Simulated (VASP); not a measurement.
# SnO2 (Pnnm) in VASP: further runs

The runs below take SnO2 through single point, with PBEsol+D4.

All numbers are computed with VASP 6.6.1; they aren't measurements. Logs are shortened: lines on timing, memory, paths and dates and some standing lists are left out, and cuts for length are marked.

## (1) The cell of the first run

It takes space group Pnnm (No. 58, orthorhombic). Conventional cell: a = 4.549 Å, b = 4.623 Å, c = 3.591 Å, α = 90.00°, β = 90.00°, γ = 90.00°. Sn (site symmetry 2/m) has 6 O at 1.99 to 2.19 Å within 2.6 Å. Within 2.6 Å of O (site symmetry m) lie 3 Sn at 1.99 to 2.19 Å and 1 O at 2.51 Å.

## (2) Single point, PBEsol+D4

Contents of INCAR:

```
PREC = Accurate ; ENCUT = 520
EDIFF = 1E-6 ; ISMEAR = 0
SIGMA = 0.02 ; LREAL = F
LASPH = T ; NELM = 80
ALGO = Normal ; ISIF = 2
LWAVE = F ; LCHARG = T
GGA = PS ; IVDW = 13
LELF = T ; LVHAR = T
NBANDS = 35
```

Contents of KPOINTS:

```
regular mesh
0
Gamma
  4 4 6
```

Contents of POSCAR:

```
SnO2
1.0
    4.5486038000      0.0000000000      0.0000000000
    0.0000000000      4.6232529000      0.0000000000
    0.0000000000      0.0000000000      3.5910227147
Sn O
2 4
Direct
    0.5000000000      0.5000000000      0.5000000000
    0.0000000000      0.0000000000      0.0000000000
    0.2918550000      0.3210420000      0.0000000000
    0.7918550000      0.1789580000      0.5000000000
    0.2081450000      0.8210420000      0.5000000000
    0.7081450000      0.6789580000      0.0000000000
```

Potentials or basis: VASP PAW PBE potentials, release 64 (Sn_d, O).

Launch:

```bash
> cat potpaw_PBE.64/Sn_d/POTCAR potpaw_PBE.64/O/POTCAR > POTCAR
> mpirun -np 1 vasp_std > vasp.out
```

OUTCAR:

```text
PREC = Accurate
   ENCUT = 520
   EDIFF = 1E-6
   ISMEAR = 0
   LREAL = F
   LASPH = T
   NELM = 80
   ISIF = 2
   GGA = PS
   IVDW = 13

 ion  position               nearest neighbor table
   1  0.500  0.500  0.500-   4 1.99   5 1.99   3 2.19   6 2.19   3 2.19   6 2.19   2 3.71   2 3.71
                             2 3.71   2 3.71   2 3.71   2 3.71   2 3.71   2 3.71
   2  0.000  0.000  0.000-   3 1.99   6 1.99   5 2.19   4 2.19   4 2.19   5 2.19   1 3.71   1 3.71
                             1 3.71   1 3.71   1 3.71   1 3.71   1 3.71   1 3.71
   3  0.292  0.321  0.000-   2 1.99   1 2.19   1 2.19
   4  0.792  0.179  0.500-   1 1.99   2 2.19   2 2.19
   5  0.208  0.821  0.500-   1 1.99   2 2.19   2 2.19
   6  0.708  0.679  0.000-   2 1.99   1 2.19   1 2.19

  LATTYP: Found a simple orthorhombic cell.
 ALAT       =     3.5910227147
 B/A-ratio  =     1.2666597127
 C/A-ratio  =     1.2874474119

  Lattice vectors:

 A1 = (   0.0000000000,   0.0000000000,   3.5910227147)
 A2 = (   4.5486038000,   0.0000000000,   0.0000000000)
 A3 = (   0.0000000000,   4.6232529000,   0.0000000000)

Analysis of symmetry for initial positions (statically):
=====================================================================
 Subroutine PRICEL returns:
 Original cell was already a primitive cell.

 Routine SETGRP: Setting up the symmetry group for a
 simple orthorhombic supercell.

 Subroutine GETGRP returns: Found  8 space group operations
 (whereof  4 operations were pure point group operations)
 out of a pool of  8 trial point group operations.

The static configuration has the point symmetry C_2h.
 The point group associated with its full space group is D_2h.

Analysis of symmetry for dynamics (positions and initial velocities):
=====================================================================
 Subroutine PRICEL returns:
 Original cell was already a primitive cell.

 Routine SETGRP: Setting up the symmetry group for a
 simple orthorhombic supercell.

 Subroutine GETGRP returns: Found  8 space group operations
 (whereof  4 operations were pure point group operations)
 out of a pool of  8 trial point group operations.

The dynamic configuration has the point symmetry C_2h.
 The point group associated with its full space group is D_2h.

 Subroutine INISYM returns: Found  8 space group operations
 (whereof  4 operations are pure point group operations),
 and found     1 'primitive' translations

[... 105 lines left out ...]
   NSW    =      0    number of steps for IOM
   IBRION =     -1    ionic relax: 0-MD 1-quasi-New 2-CG
   NFREE  =      0    steps in history (QN), initial steepest desc. (CG)
   ISIF   =      2    stress and relaxation
   ISYM   =      2    0-nonsym 1-usesym 2-fastsym
   POTIM  = 0.5000    time-step for ionic-motion
   TEBEG  =    0.0;   TEEND  =   0.0 temperature during run
   PSTRESS=    0.0 pullay stress
   NELECT =      52.0000    total number of electrons
   NUPDOWN=      -1.0000    fix difference up-down
   EMIN   =  10.00;   EMAX   =-10.00  energy-range for DOS
   EFERMI =   0.00;   METHOD = LEGACY
   ISMEAR =     0;   SIGMA  =   0.02  broadening in eV -4-tet -1-fermi 0-gaus
   EFERMI_NEDOS =   21; number of points for ismear=-14 and -15
   IALGO  =     38    algorithm
   IMIX   =      4    mixing-type and parameters
     AMIX     =   0.40;   BMIX     =  1.00
     AMIX_MAG =   1.60;   BMIX_MAG =  1.00
  volume/ion in A,a.u.               =      12.59        84.94
  Fermi-wavevector in a.u.,A,eV,Ry     =   1.445644  2.731871 28.434627  2.089886
  Thomas-Fermi vector in A             =   2.563802
   LORBIT       =      0    0 simple, 1 ext, 2 COOP (PROOUT), +10 PAW based schemes
   GGA     = PS    functional components
   LHFCALC =     F    Hartree Fock is set to
   AEXX    =    0.0000 exact exchange contribution
   IVDW    =    13    specifies the selected vdW correction
   LEPSILON=     F    determine dielectric tensor
   LRPA    =     F    only Hartree local field effects (RPA)
 non-spin polarized calculation
 Gauss-broadening in eV      SIGMA  =   0.02
  energy-cutoff  :      520.00
  volume of cell :       75.52
 maximum number of plane-waves:      2054
 NGX is ok and might be reduce to    36

 number of electron      52.0000034 magnetization

 Free energy of the ion-electron system (eV)
  ---------------------------------------------------
  ext. energy  EPLUGINS =         0.00000000
  ---------------------------------------------------
  free energy    TOTEN  =       -38.94273880 eV

  energy without entropy =      -38.94273880  energy(sigma->0) =      -38.94273880

 E-fermi :   5.2865     XC(G=0): -11.3214

 val. band max:        5.1697915059   @ k =   0.0000   0.0000   0.0000
 cond. band min:       5.7563610670   @ k =   0.0000   0.0000   0.0000
 fundamental gap:      0.5865695611
 Fermi energy:         5.2865460161

 k-point     1 :       0.0000    0.0000    0.0000
  band No.  band energies     occupation
      1     -15.5332      2.00000
      2     -14.8688      2.00000
      3     -14.7125      2.00000
      4     -14.6848      2.00000
      5     -14.6714      2.00000
      6     -14.6662      2.00000
[... 901 lines left out ...]
     34      16.2358      0.00000
     35      18.3992      0.00000

 [... further k-points ...]

------------------------ aborting loop because EDIFF is reached ----------------------------------------

  DFT-D4 for vdW energy calculation

  Edisp (eV):   -0.87310

  FORCE on cell =-STRESS in cart. coord.  units (eV):
  Direction    XX          YY          ZZ          XY          YZ          ZX
  --------------------------------------------------------------------------------------
  -------------------------------------------------------------------------------------
  Total      -0.36664    -0.70199   -12.36023     0.00000     0.00000     0.00000
  in kB      -7.77859   -14.89343  -262.23659     0.00000     0.00000     0.00000
  external pressure =      -94.97 kB  Pullay stress =        0.00 kB

 VOLUME and BASIS-vectors are now :
 -----------------------------------------------------------------------------
  energy-cutoff  :      520.00
  volume of cell :       75.52
      direct lattice vectors                 reciprocal lattice vectors
     4.548603800  0.000000000  0.000000000     0.219847682  0.000000000  0.000000000
     0.000000000  4.623252900  0.000000000     0.000000000  0.216297923  0.000000000
     0.000000000  0.000000000  3.591022715     0.000000000  0.000000000  0.278472201

 POSITION                                       TOTAL-FORCE (eV/Angst)
 -----------------------------------------------------------------------------------
      2.27430      2.31163      1.79551        -0.000000     -0.000000      0.000000
      0.00000      0.00000      0.00000        -0.000000     -0.000000      0.000000
      1.32753      1.48426      0.00000         0.345492      0.194726     -0.000000
      3.60183      0.82737      1.79551         0.345492     -0.194726      0.000000
      0.94677      3.79588      1.79551        -0.345492      0.194726      0.000000
      3.22107      3.13899      0.00000        -0.345492     -0.194726      0.000000
 -----------------------------------------------------------------------------------
    total drift:                                0.000000      0.000000      0.000000

  FREE ENERGIE OF THE ION-ELECTRON SYSTEM (eV)
  ---------------------------------------------------
  free  energy   TOTEN  =       -39.8158364426 eV

  energy  without entropy=      -39.8158364426  energy(sigma->0) =      -39.81583644
```

stdout:

```text
POSCAR found type information on POSCAR SnO
 POSCAR found :  2 types and       6 ions
 scaLAPACK will be used
 -----------------------------------------------------------------------------
|                                                                             |
|                                                                             |
|     You enforced a specific xc type in the INCAR file but a different       |
|     I HOPE YOU KNOW WHAT YOU ARE DOING!                                     |
|                                                                             |
 -----------------------------------------------------------------------------

 LDA part: xc-table for (Slater+PW92), standard interpolation
 POSCAR, INCAR and KPOINTS ok, starting setup
 FFT: planning ... GRIDC
 FFT: planning ... GRID_SOFT
 FFT: planning ... GRID
 WAVECAR not read
 entering main loop
```

Wall time 59 s (1 thread of AMD EPYC 9R45 (Zen 5), shared host); peak memory 0.19 GiB.

What came out:

```yaml
Free_energy: -39.8158 eV
Pressure: -9.5 GPa
Largest_force: 0.397 eV/Å
Band_gap_on_the_k_mesh: 0.59 eV
Dispersion_energy_per_atom: -0.146 eV
```

Forces in eV/Å, atoms in the order of the input:
```
Sn   0.000  0.000  0.000
Sn   0.000  0.000  0.000
O    0.345  0.195  0.000
O    0.345 -0.195  0.000
O   -0.345  0.195  0.000
O   -0.345 -0.195  0.000
```

Levels at points of the mesh, in eV from the valence-band top:
```
           k point  band 24  band 25  band 26  band 27  band 28  band 29
(0.00, 0.00, 0.00)    -0.40    -0.27     0.00     0.59     4.66     5.19
(0.50, 0.00, 0.00)    -1.11    -0.29    -0.29     3.88     3.88     5.81
(0.00, 0.50, 0.00)    -1.09    -0.28    -0.28     4.05     4.05     6.26
(0.50, 0.50, 0.00)    -1.35    -0.26    -0.26     4.04     4.04     6.70
(0.00, 0.00, 0.50)    -1.35    -0.79    -0.79     5.37     5.37     8.69
(0.50, 0.00, 0.50)    -0.48    -0.25    -0.25     5.89     5.89     8.16
(0.00, 0.50, 0.50)    -0.77    -0.18    -0.18     5.87     5.87     7.99
(0.50, 0.50, 0.50)    -0.52    -0.24    -0.24     4.40     4.40     8.73
```

Caveat: the cell stands under tension; the PAW data sets were made with another functional, which shifts forces and pressure a little; spin-orbit coupling is left out, which moves the levels of the heavy elements.

## (3) Single point, PBEsol+D4

This run uses another cell than the first one, of the same volume but with other edges.

Contents of INCAR:

```
SYSTEM = SnO2
PREC = Accurate ; ENCUT = 520
EDIFF = 1E-6 ; ISMEAR = 0
SIGMA = 0.02 ; LREAL = .False.
LASPH = .True. ; NELM = 60
ALGO = Normal ; ISIF = 2
LWAVE = .False. ; LCHARG = .False.
GGA = PS ; IVDW = 13
NBANDS = 35
```

Contents of KPOINTS:

```
regular mesh
0
Gamma
  4 4 6
  0 0 0
```

POSCAR, as its differences from that of step 2:

```diff
@@ -2,5 +2,5 @@
 1.0
-    4.5486038000      0.0000000000      0.0000000000
-    0.0000000000      4.6232529000      0.0000000000
-    0.0000000000      0.0000000000      3.5910227147
+    4.6284038667      0.0000000000      0.0000000000
+    0.0000000000      4.7043626000      0.0000000000
+    0.0000000000      0.0000000000      3.4682618312
 Sn O
```

Potentials or basis: VASP PAW PBE potentials, release 64 (Sn_d, O).

Launch:

```bash
> cat potpaw_PBE.64/Sn_d/POTCAR potpaw_PBE.64/O/POTCAR > POTCAR
> mpirun -np 1 vasp_std > vasp.out
```

It took 57 s on 1 thread of AMD EPYC 9R45 (Zen 5), shared host; peak memory 0.19 GiB.

Results (log left out):

| Property | Result |
| --- | --- |
| Free energy | -40.1721 eV |
| Pressure | -9.7 GPa |
| Largest force | 0.261 eV/Å |
| Band gap on the k mesh | 0.57 eV |
| Dispersion energy per atom | -0.146 eV |

Forces in eV/Å, atoms in the order of the input:
```
Sn   0.000  0.000  0.000
Sn   0.000  0.000  0.000
O    0.241  0.101  0.000
O    0.241 -0.101  0.000
O   -0.241  0.101  0.000
O   -0.241 -0.101  0.000
```

Stress tensor (GPa, compression positive):
```
 -3.30   0.00   0.00
  0.00  -3.89   0.00
  0.00   0.00 -21.76
```

Levels at points of the mesh, in eV from the valence-band top:
```csv
k point,band 22,band 23,band 24,band 25,band 26,band 27,band 28,band 29,band 30,band 31
"(0.00, 0.00, 0.00)",-1.24,-1.20,-0.47,-0.38,0.00,0.57,4.94,5.41,5.51,9.06
"(0.50, 0.00, 0.00)",-1.59,-1.15,-1.15,-0.32,-0.32,3.82,3.82,5.99,5.99,11.05
"(0.00, 0.50, 0.00)",-1.78,-1.13,-1.13,-0.35,-0.35,3.98,3.98,6.43,6.43,10.83
"(0.50, 0.50, 0.00)",-1.83,-1.35,-1.35,-0.42,-0.42,4.08,4.08,6.78,6.78,10.91
"(0.00, 0.00, 0.50)",-2.35,-1.39,-1.39,-0.89,-0.89,5.47,5.47,9.19,9.19,9.51
"(0.50, 0.00, 0.50)",-1.64,-0.60,-0.60,-0.41,-0.41,5.89,5.89,8.10,8.10,9.47
"(0.00, 0.50, 0.50)",-1.27,-0.86,-0.86,-0.32,-0.32,5.84,5.84,7.88,7.88,9.93
"(0.50, 0.50, 0.50)",-1.82,-0.63,-0.63,-0.39,-0.39,4.40,4.40,8.68,8.68,9.76
```

Caveat: the cell stands under tension; the PAW data sets were made with another functional, which shifts forces and pressure a little; spin-orbit coupling is left out, which moves the levels of the heavy elements.

## (4) Single point, PBEsol+D4

This run uses another cell than the first one, of the same volume but with other edges.

Contents of INCAR:

```
SYSTEM = SnO2
PREC = Accurate
ENCUT = 520
EDIFF = 1E-6
ISMEAR = 0
SIGMA = 0.02
LREAL = .False.
LASPH = .True.
NELM = 60
ALGO = Normal
ISIF = 2
LWAVE = .False.
LCHARG = .False.
GGA = PS
IVDW = 13
NBANDS = 35
```

KPOINTS is that of step 3.

POSCAR, as its differences from that of step 3:

```diff
@@ -2,5 +2,5 @@
 1.0
-    4.6284038667      0.0000000000      0.0000000000
-    0.0000000000      4.7043626000      0.0000000000
-    0.0000000000      0.0000000000      3.4682618312
+    4.7082039333      0.0000000000      0.0000000000
+    0.0000000000      4.7854723000      0.0000000000
+    0.0000000000      0.0000000000      3.3516899741
 Sn O
```

Launch:

```bash
> cat potpaw_PBE.64/Sn_d/POTCAR potpaw_PBE.64/O/POTCAR > POTCAR
> mpirun -np 1 vasp_std > vasp.out
```

Wall time 57 s (1 thread of AMD EPYC 9R45 (Zen 5), shared host); peak memory 0.19 GiB.

It converged, with:

- Free energy: -40.4025 eV
- Pressure: -9.0 GPa
- Largest force: 0.168 eV/Å
- Band gap on the k mesh: 0.61 eV
- Dispersion energy per atom: -0.146 eV

Forces in eV/Å, atoms in the order of the input:
```
Sn   0.000  0.000  0.000
Sn   0.000  0.000  0.000
O    0.164  0.035  0.000
O    0.164 -0.035  0.000
O   -0.164  0.035  0.000
O   -0.164 -0.035  0.000
```

Stress tensor (GPa, compression positive):
```
 -5.39   0.00   0.00
  0.00  -5.82   0.00
  0.00   0.00 -15.79
```

Levels at points of the mesh, in eV from the valence-band top:
```csv
k point,band 23,band 24,band 25,band 26,band 27,band 28,band 29,band 30
"(0.00, 0.00, 0.00)",-1.19,-0.55,-0.50,0.00,0.61,5.26,5.65,5.78
"(0.50, 0.00, 0.00)",-1.16,-1.16,-0.38,-0.38,3.79,3.79,6.22,6.22
"(0.00, 0.50, 0.00)",-1.14,-1.14,-0.45,-0.45,3.95,3.95,6.66,6.66
"(0.50, 0.50, 0.00)",-1.31,-1.31,-0.59,-0.59,4.16,4.16,6.90,6.90
"(0.00, 0.00, 0.50)",-1.43,-1.43,-0.98,-0.98,5.53,5.53,9.41,9.41
"(0.50, 0.00, 0.50)",-0.72,-0.72,-0.57,-0.57,5.88,5.88,7.90,7.90
"(0.00, 0.50, 0.50)",-0.96,-0.96,-0.47,-0.47,5.81,5.81,7.67,7.67
"(0.50, 0.50, 0.50)",-0.74,-0.74,-0.54,-0.54,4.37,4.37,8.60,8.60
```

Caveat: the cell stands under tension; the PAW data sets were made with another functional, which shifts forces and pressure a little; spin-orbit coupling is left out, which moves the levels of the heavy elements.

## (5) Single point, PBEsol+D4

This run uses another cell than the first one, of the same volume but with other edges.

Contents of INCAR:

```
PREC = Accurate ; ENCUT = 520
EDIFF = 1E-7 ; ISMEAR = 0
SIGMA = 0.02 ; LREAL = F
LASPH = T ; NELM = 100
ALGO = Normal ; ISIF = 2
LWAVE = F ; LCHARG = T
GGA = PS ; IVDW = 13
LELF = T ; LVHAR = T
NBANDS = 35
```

Contents of KPOINTS:

```
Automatic mesh
0
Gamma
  4 4 6
```

POSCAR, as its differences from that of step 4:

```diff
@@ -2,5 +2,5 @@
 1.0
-    4.7082039333      0.0000000000      0.0000000000
-    0.0000000000      4.7854723000      0.0000000000
-    0.0000000000      0.0000000000      3.3516899741
+    4.7880040000      0.0000000000      0.0000000000
+    0.0000000000      4.8665820000      0.0000000000
+    0.0000000000      0.0000000000      3.2408980000
 Sn O
```

Launch:

```bash
> cat potpaw_PBE.64/Sn_d/POTCAR potpaw_PBE.64/O/POTCAR > POTCAR
> mpirun -np 1 vasp_std > vasp.out
```

Run time: 56 s. Hardware: 1 thread of AMD EPYC 9R45 (Zen 5), shared host; peak memory 0.18 GiB.

Results (log left out):

```
Free energy                : -40.4931 eV
Pressure                   : -7.6 GPa
Largest force              : 0.106 eV/Å
Band gap on the k mesh     : 0.72 eV
Dispersion energy per atom : -0.146 eV
```

Forces in eV/Å, atoms in the order of the input:
```
Sn   0.000  0.000  0.000
Sn   0.000  0.000  0.000
O    0.105 -0.017  0.000
O    0.105  0.017  0.000
O   -0.105 -0.017  0.000
O   -0.105  0.017  0.000
```

Stress tensor (GPa, compression positive):
```
-7.12  0.00  0.00
 0.00 -7.37  0.00
 0.00  0.00 -8.24
```

Levels at points of the mesh, in eV from the valence-band top:
| k point | band 23 | band 24 | band 25 | band 26 | band 27 | band 28 | band 29 | band 30 |
| --- | --- | --- | --- | --- | --- | --- | --- | --- |
| (0.00, 0.00, 0.00) | -1.14 | -0.63 | -0.62 | 0.00 | 0.72 | 5.63 | 5.92 | 6.08 |
| (0.50, 0.00, 0.00) | -1.12 | -1.12 | -0.44 | -0.44 | 3.79 | 3.79 | 6.51 | 6.51 |
| (0.00, 0.50, 0.00) | -1.11 | -1.11 | -0.56 | -0.56 | 3.95 | 3.95 | 6.96 | 6.96 |
| (0.50, 0.50, 0.00) | -1.24 | -1.24 | -0.73 | -0.73 | 4.27 | 4.27 | 7.07 | 7.07 |
| (0.00, 0.00, 0.50) | -1.46 | -1.46 | -1.05 | -1.05 | 5.57 | 5.57 | 9.26 | 9.26 |
| (0.50, 0.00, 0.50) | -0.82 | -0.82 | -0.71 | -0.71 | 5.87 | 5.87 | 7.63 | 7.63 |
| (0.00, 0.50, 0.50) | -1.03 | -1.03 | -0.61 | -0.61 | 5.77 | 5.77 | 7.41 | 7.41 |
| (0.50, 0.50, 0.50) | -0.84 | -0.84 | -0.66 | -0.66 | 4.33 | 4.33 | 8.52 | 8.52 |

Caveat: the cell stands under tension; the PAW data sets were made with another functional, which shifts forces and pressure a little; spin-orbit coupling is left out, which moves the levels of the heavy elements.

## (6) Overview

| cell | gap on the mesh (eV) | pressure (GPa) | largest force (eV/Å) |
| --- | --- | --- | --- |
| a = 4.549, b = 4.623, c = 3.591 Å, 6 atoms | 0.59 | -9.5 | 0.40 |
| a = 4.628, b = 4.704, c = 3.468 Å, 6 atoms | 0.57 | -9.7 | 0.26 |
| a = 4.708, b = 4.785, c = 3.352 Å, 6 atoms | 0.61 | -9.0 | 0.17 |
| a = 4.788, b = 4.867, c = 3.241 Å, 6 atoms | 0.72 | -7.6 | 0.11 |

Alike in all rows: task single point; level PBEsol+D4; potentials or basis VASP PAW PBE potentials, release 64 (Sn_d, O); no spin polarisation; k mesh 4 × 4 × 6; cutoff (eV) 520; smearing gaussian 0.02 eV.

Caveats: the cell stands under tension; the PAW data sets were made with another functional, which shifts forces and pressure a little; spin-orbit coupling is left out, which moves the levels of the heavy elements.

Absolute energies hang on the potentials; compare differences alone.
